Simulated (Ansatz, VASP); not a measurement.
**Ta in VASP and in Ansatz**

```
Ta
1.0
    -1.65128    1.65128    1.77513
     1.65128   -1.65128    1.77513
     1.65128    1.65128   -1.77513
Ta
1
Direct
  0.00000 0.00000 0.00000
```

Change from the starting cell: strain +0.0750 x Voigt [0, 0, 1, 0, 0, 0], atoms carried along.

Alike in both runs: task single point; functional PBE; k mesh 20 × 20 × 20; occupations gaussian, width 0.15 eV; no spin polarisation.

```csv
,VASP,Ansatz
version,VASP 6.6.1,Ansatz 0.2.0
potentials or method,"VASP PAW PBE potentials, release 64 (Ta_pv), cutoff 520 eV","scalar-relativistic, plane waves, PAW"
valence electrons in the cell,11,13
```

```csv
,VASP,Ansatz,Ansatz less VASP
gap on the k mesh at the Fermi level (eV),none,none,-
pressure (GPa),-9.6,-9.6,0.00
"traceless stress, the component that is largest in VASP (GPa)",-3.99,-4.00,-0.006
```

A gap of «none» marks a metal or a gap that the smearing closes. The functional is the same, so the differences come from potentials, cutoffs and numerics. VASP's potentials hold 11 valence electrons a cell and Ansatz's 13, so a difference there can come from the potentials and not from the codes.

Neither program's run includes spin-orbit coupling.
